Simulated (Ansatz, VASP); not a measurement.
**BiTe in VASP and in Ansatz**

```
Bi Te
1.0
     2.42229    1.39851    3.31334
    -2.42229    1.39851    3.31334
     0.00000   -2.79703    3.31334
Bi Te
1 1
Direct
  0.50000 0.50000 0.50000
  0.00000 0.00000 0.00000
```

Alike in both runs: task relaxation of cell and atoms; functional PBEsol; k mesh 12 × 12 × 12; occupations gaussian, width 0.1 eV; no spin polarisation.

```csv
,VASP,Ansatz
version,VASP 6.6.1,Ansatz 0.2.0
potentials or method,"VASP PAW PBE potentials, release 64 (Bi_d, Te), cutoff 600 eV","scalar-relativistic, plane waves, PAW"
valence electrons in the cell,21,31
```

|  | VASP | Ansatz | Ansatz less VASP |
| --- | --- | --- | --- |
| gap on the k mesh at the Fermi level, each at its own relaxed structure (eV) | none | none | - |
| relaxed volume (Å³/atom) | 31.86 | 31.86 | -0.001 |
| relaxed cell length with the largest relative difference (Å) | 4.228 | 4.229 | +0.0014 |

VASP's potentials were made for PBE, not for PBEsol. A gap of «none» marks a metal or a gap that the smearing closes. VASP's potentials hold 21 valence electrons a cell and Ansatz's 31, so a difference there can come from the potentials and not from the codes.

Spin-orbit coupling is off throughout.
